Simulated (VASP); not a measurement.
A run of VASP 6.6.1 is set up as follows.

File POSCAR:

```
ZrC
1.0
    0.0000000000      2.3792017747      2.3792017747
    2.3792017747      0.0000000000      2.3792017747
    2.3792017747      2.3792017747      0.0000000000
Zr C
1 1
Direct
    0.5000000000      0.5000000000      0.5000000000
    0.0000000000      0.0000000000      0.0000000000
```

The input INCAR.step1:

```
SYSTEM = ZrC
PREC = Accurate
ENCUT = 520
ISMEAR = 0
SIGMA = 0.1
LREAL = .FALSE.
LASPH = .TRUE.
NELM = 80
NBANDS = 15
GGA = PE
ALGO = Normal
EDIFF = 1E-4
LWAVE = .TRUE.
LCHARG = .FALSE.
```

INCAR.step2

```
SYSTEM = ZrC
PREC = Accurate
ENCUT = 520
EDIFF = 1E-6
ISMEAR = 0
SIGMA = 0.1
LREAL = .FALSE.
LASPH = .TRUE.
NELM = 80
ALGO = Normal
ISIF = 2
LWAVE = .FALSE.
LCHARG = .FALSE.
METAGGA = R2SCAN
LMIXTAU = .TRUE.
NBANDS = 15
ISTART = 1
```

File KPOINTS:

```
regular mesh
0
G
  16 16 16
  0 0 0
```

Potentials or basis: VASP PAW PBE potentials, release 64 (Zr_sv, C).

Launch:

```console
$ cat potpaw_PBE.64/Zr_sv/POTCAR potpaw_PBE.64/C/POTCAR > POTCAR
$ cp INCAR.step1 INCAR
$ mpirun -np 1 vasp_std > vasp.out
$ cp INCAR.step2 INCAR
$ mpirun -np 1 vasp_std > vasp.out
```

Question: Estimate the band gap on the k mesh.

Answer: Zero (band 8 reaches 10.15 eV, above the bottom of band 9 at 8.86 eV).

Question: Estimate the pressure.

Answer: -6.2 GPa.

Caveat: the PAW data sets were made with another functional, which shifts forces and pressure a little.
